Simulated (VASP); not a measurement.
A run of VASP 6.6.1:

File POSCAR:

```
MgO
1.0
    6.6155740000      0.0000000000      0.0000000000
   -1.6538935000      2.8646275723      0.0000000000
    0.0000000000      0.0000000000      4.9828820000
Mg O
4 4
Direct
    0.1661257880      0.6666018363      0.0022629474
    0.3335269919      0.3333675935      0.5024600221
    0.6668814767      0.6678330609      0.0040199627
    0.8347560807      0.3343520146      0.5011573623
    0.1677005517      0.6672650988      0.4019360683
    0.3340689927      0.3355615960      0.9031887570
    0.6666191546      0.6665540116      0.4021102647
    0.8340635115      0.3352851202      0.9038831343
```

The input INCAR.step1:

```
PREC = Accurate ; ENCUT = 580
ISMEAR = 0 ; SIGMA = 0.1
LREAL = False ; LASPH = True
NELM = 120 ; NBANDS = 26
GGA = PE ; ALGO = Normal
EDIFF = 1E-5 ; LWAVE = True
LCHARG = False ; GGA_COMPAT = False
```

The input INCAR.step2:

```
PREC = Accurate ; ENCUT = 580
EDIFF = 1E-6 ; ISMEAR = 0
SIGMA = 0.1 ; LREAL = False
LASPH = True ; NELM = 120
ALGO = Normal ; ISIF = 2
LWAVE = False ; LCHARG = False
METAGGA = R2SCAN ; LMIXTAU = True
NBANDS = 26 ; ISTART = 1
GGA_COMPAT = False
```

KPOINTS

```
Automatic mesh
0
Gamma
  2 3 2
```

Potentials or basis: VASP PAW PBE potentials, release 64 (Mg, O).

Run with:

```sh
$ cat potpaw_PBE.64/Mg/POTCAR potpaw_PBE.64/O/POTCAR > POTCAR
$ cp INCAR.step1 INCAR
$ mpirun -np 1 vasp_std > vasp.out
$ cp INCAR.step2 INCAR
$ mpirun -np 1 vasp_std > vasp.out
```

Hardware: 1 thread of Intel(R) Xeon(R) Platinum 8259CL CPU @ 2.50GHz (Skylake/Cascade Lake), with other jobs on the host.

Q: Estimate the wall time of this run.

A: Wall time 2 min on 1 thread of Intel(R) Xeon(R) Platinum 8259CL CPU @ 2.50GHz (Skylake/Cascade Lake), on a shared host, peak memory 0.24 GiB. Counts: k points 8.
